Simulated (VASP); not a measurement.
# TiAl3Ni2: relaxation of cell and atoms with PBE

The system is TiAl3Ni2.

```
CELL_PARAMETERS angstrom
2.88716 0.00645 0.02555
0.01291 5.73562 -0.03225
0.08634 -0.05448 9.56210
ATOMIC_POSITIONS crystal
Ti 0.49933 0.23487 0.50082
Ti 0.48223 0.75553 0.51199
Al 0.03315 0.51786 0.99469
Al 0.04463 0.01027 0.99589
Al 0.97340 0.51010 0.30412
Al 0.01373 0.99519 0.28235
Al 0.97459 0.99456 0.70948
Al 0.01465 0.46410 0.68842
Ni 0.47313 0.24723 0.16003
Ni 0.47453 0.75965 0.15143
Ni 0.46385 0.27830 0.85674
Ni 0.55278 0.73234 0.84403
```

```yaml
Program: VASP 6.6.1
Task: relaxation of cell and atoms
Functional: PBE
Potentials_or_basis: VASP PAW PBE potentials, release 64 (Ti_sv, Al, Ni)
Cutoff: 600 eV
k_mesh: 8 × 4 × 2
Occupations: gaussian, width 0.2 eV
Spin: no spin polarisation
Dipole_correction: no
Further_INCAR_settings: ALGO = Fast; EDIFF = 1e-06; IBRION = 2; EDIFFG = -0.025; NSW = 80; ISIF = 3
```

| Item | Value |
| --- | --- |
| Relaxed volume | 13.47 Å³/atom |
| Relaxed cell | a = 2.899 Å, b = 5.794 Å, c = 9.623 Å, α = 90.01°, β = 90.00°, γ = 90.00° |
| Space group after relaxing (to 0.1 Å) | P4/mmm (No. 123) |
| Energy gained by relaxing | 87.1 meV/atom |
| Ionic steps | 15 |
| Pressure after relaxing | -0.1 GPa |
| Largest force after relaxing | 0.023 eV/Å |
| Band gap on the k mesh | zero (bands 41 and 42 overlap by 1.01 eV) |

Forces in eV/Å, atoms in the order of the input:
```
Ti  -0.009 -0.006  0.011
Ti  -0.003 -0.005 -0.003
Al  -0.004 -0.001 -0.011
Al   0.002 -0.006  0.002
Al   0.002 -0.009  0.019
Al   0.005 -0.008 -0.019
Al   0.004 -0.001  0.010
Al   0.007  0.013 -0.011
Ni  -0.003  0.007  0.001
Ni   0.011  0.013  0.006
Ni   0.000  0.019 -0.013
Ni  -0.012 -0.015  0.008
```

Step by step:
| step | energy change (eV) | largest force (eV/Å) | pressure (GPa) | volume (Å³) |
| --- | --- | --- | --- | --- |
| 1 | 0.0000 | 2.1612 | 5.66 | 158.33 |
| 2 | -0.6048 | 0.7634 | -5.27 | 169.21 |
| 3 | -0.6092 | 0.8088 | -4.50 | 168.23 |
| 4 | -0.8816 | 0.4934 | -0.30 | 162.18 |
| 5 | -0.9037 | 0.4731 | 1.61 | 159.94 |
| 6 | -0.9800 | 0.3340 | 0.38 | 161.15 |
| 7 | -0.9957 | 0.2813 | -0.43 | 162.07 |
| 8 | -1.0245 | 0.2044 | 0.14 | 161.37 |
| 9 | -1.0331 | 0.1817 | 0.75 | 160.69 |
| 10 | -1.0396 | 0.0915 | -0.77 | 162.44 |
| 11 | -1.0405 | 0.1072 | -0.40 | 161.99 |
| 12 | -1.0443 | 0.0511 | 0.08 | 161.43 |
| 13 | -1.0443 | 0.0556 | 0.12 | 161.38 |
| 14 | -1.0450 | 0.0271 | -0.07 | 161.60 |
| 15 | -1.0450 | 0.0226 | -0.11 | 161.66 |

Final structure:
```yaml
crystal:
  lattice:
    - [2.89915, -0.00001, -0.00024]
    - [0.00000, 5.79428, -0.00027]
    - [0.00089, -0.00140, 9.62335]
  atoms:
    - { symbol: Ti, position: [0.50044, 0.25042, 0.49975] }
    - { symbol: Ti, position: [0.50007, 0.74998, 0.50011] }
    - { symbol: Al, position: [0.00019, 0.50005, 0.00004] }
    - { symbol: Al, position: [0.99989, 0.99990, 0.00006] }
    - { symbol: Al, position: [0.99986, 0.50039, 0.29776] }
    - { symbol: Al, position: [0.99970, 0.00013, 0.29832] }
    - { symbol: Al, position: [0.00004, 0.00023, 0.70169] }
    - { symbol: Al, position: [0.99981, 0.49945, 0.70221] }
    - { symbol: Ni, position: [0.50004, 0.24976, 0.14870] }
    - { symbol: Ni, position: [0.49934, 0.74992, 0.14850] }
    - { symbol: Ni, position: [0.50009, 0.24935, 0.85176] }
    - { symbol: Ni, position: [0.50054, 0.75040, 0.85108] }
```

Levels at points of the mesh, in eV from the Fermi level:
| k point | band 38 | band 39 | band 40 | band 41 | band 42 | band 43 | band 44 | band 45 |
| --- | --- | --- | --- | --- | --- | --- | --- | --- |
| (0.00, 0.00, 0.00) | -0.76 | -0.73 | -0.71 | -0.58 | -0.40 | 1.02 | 1.58 | 1.73 |
| (0.50, 0.00, 0.00) | -0.95 | -0.77 | -0.73 | -0.40 | 0.22 | 1.07 | 1.07 | 1.59 |
| (0.00, 0.50, 0.00) | -1.03 | -0.55 | -0.55 | 0.46 | 0.46 | 0.87 | 0.88 | 1.92 |
| (0.50, 0.50, 0.00) | -0.76 | -0.60 | -0.59 | -0.50 | -0.49 | 0.78 | 0.78 | 0.81 |
| (0.00, 0.00, 0.50) | -1.12 | -0.71 | -0.64 | -0.41 | 0.01 | 0.60 | 1.58 | 1.62 |
| (0.50, 0.00, 0.50) | -0.65 | -0.41 | -0.41 | -0.41 | -0.19 | -0.19 | 0.36 | 1.53 |
| (0.00, 0.50, 0.50) | -0.67 | -0.53 | -0.53 | 0.14 | 0.14 | 0.99 | 1.01 | 1.94 |
| (0.50, 0.50, 0.50) | -0.95 | -0.85 | -0.85 | -0.56 | -0.55 | 0.63 | 0.63 | 1.32 |

It took 93 min on 1 thread of Intel(R) Xeon(R) 6975P-C (Granite Rapids) (shared host), peak memory 0.57 GiB.

Spin polarisation is off, so any magnetic state and its effect on volume and gap are missing.
